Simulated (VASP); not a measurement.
**Ta: single point with PBEsol**

The system is Ta.

```
CELL_PARAMETERS angstrom
-1.64126 1.64126 1.64126
1.64126 -1.64126 1.64126
1.64126 1.64126 -1.64126
ATOMIC_POSITIONS crystal
Ta 0.00000 0.00000 0.00000
```

* Program: VASP 6.6.1
* Task: single point
* Functional: PBEsol
* Potentials or basis: VASP PAW PBE potentials, release 64 (Ta_pv)
* Cutoff: 520 eV
* k mesh: 14 × 14 × 14
* Occupations: gaussian, width 0.1 eV
* Spin: no spin polarisation

```json
{"Pressure": "0.2 GPa"}
```

Levels at points of the mesh, in eV from the Fermi level:
| k point | band 3 | band 4 | band 5 | band 6 | band 7 | band 8 |
| --- | --- | --- | --- | --- | --- | --- |
| (0.00, 0.00, 0.00) | -32.93 | -7.97 | 0.74 | 0.74 | 0.74 | 4.08 |
| (0.50, 0.00, 0.00) | -32.94 | -4.45 | -1.59 | 1.72 | 3.97 | 5.02 |
| (0.50, 0.50, 0.50) | -33.80 | -3.90 | -3.90 | 7.01 | 7.01 | 7.01 |

Run time: 5.9 s on 1 thread of Intel(R) Xeon(R) 6975P-C (Granite Rapids), on a shared host, peak memory 0.15 GiB.

Caveat: the PAW data sets were made with another functional, which shifts forces and pressure a little; spin-orbit coupling is left out, which moves the levels of the heavy elements.
